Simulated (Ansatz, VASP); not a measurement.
# One calculation of C, two programs

The input POSCAR:

```
C
1.0
    3.5668000000      0.0000000000      0.0000000000
    0.0000000000     -3.5668000000      0.0000000000
    0.0000000000      0.0000000000     -3.5668000000
C
8
Direct
    0.5000000000      0.0000000000      0.0000000000
    0.0000000000      0.5000000000      0.0000000000
    0.0000000000      0.0000000000      0.5000000000
    0.5000000000      0.5000000000      0.5000000000
    0.7500000000      0.7500000000      0.7500000000
    0.2500000000      0.2500000000      0.7500000000
    0.2500000000      0.7500000000      0.2500000000
    0.7500000000      0.2500000000      0.2500000000
```

File INCAR.step1:

```
PREC = Accurate
ENCUT = 910
ISMEAR = 0
SIGMA = 0.05
LREAL = False
LASPH = True
NELM = 120
NBANDS = 26
GGA = PE
ALGO = Normal
EDIFF = 1E-5
LWAVE = True
LCHARG = False
GGA_COMPAT = False
```

The input INCAR.step2:

```
PREC = Accurate
ENCUT = 910
EDIFF = 1E-6
ISMEAR = 0
SIGMA = 0.05
LREAL = False
LASPH = True
NELM = 120
ALGO = Normal
ISIF = 2
LWAVE = False
LCHARG = False
METAGGA = R2SCAN
LMIXTAU = True
NBANDS = 26
ISTART = 1
GGA_COMPAT = False
```

KPOINTS

```
Automatic mesh
0
Gamma
  6 6 6
```

Input for Ansatz:

```yaml
crystal:
  lattice:
    - [3.5668, 0.0, 0.0]
    - [0.0, -3.5668, 0.0]
    - [0.0, 0.0, -3.5668]
  atoms:
    - { symbol: C, position: [0.5, 0.0, 0.0] }
    - { symbol: C, position: [0.0, 0.5, 0.0] }
    - { symbol: C, position: [0.0, 0.0, 0.5] }
    - { symbol: C, position: [0.5, 0.5, 0.5] }
    - { symbol: C, position: [0.75, 0.75, 0.75] }
    - { symbol: C, position: [0.25, 0.25, 0.75] }
    - { symbol: C, position: [0.25, 0.75, 0.25] }
    - { symbol: C, position: [0.75, 0.25, 0.25] }
basis:
  ecutwfc: 500
kpoints:
  mp_grid: { grid: [6, 6, 6] }
hamiltonian:
  xc: r2scan
scf:
  occupations: { method: gaussian, width: 0.05 }
output:
  forces: true
  stress: true
  eigenvalues: true
```

Alike in both runs: task single point; functional r2SCAN; k mesh 6 × 6 × 6; occupations gaussian, width 0.05 eV; no spin polarisation.

|  | VASP | Ansatz |
| --- | --- | --- |
| version | VASP 6.6.1 | Ansatz 0.2.0 |
| potentials or method | VASP PAW PBE potentials, release 64 (C_h), cutoff 910 eV | scalar-relativistic, plane waves, PAW |
| valence electrons in the cell | 32 | 32 |

```csv
,VASP,Ansatz,Ansatz less VASP
gap on the k mesh at the Fermi level (eV),4.37,4.37,-0.002
least direct gap on the mesh (eV),5.02,5.02,-0.003
```

VASP's potentials were made for PBE, not for r2SCAN. With one functional, cell and mesh, what is left measures potentials, basis and numerics.

Noted on VASP's run: the cutoff is short for stress, so the pressure is rough.
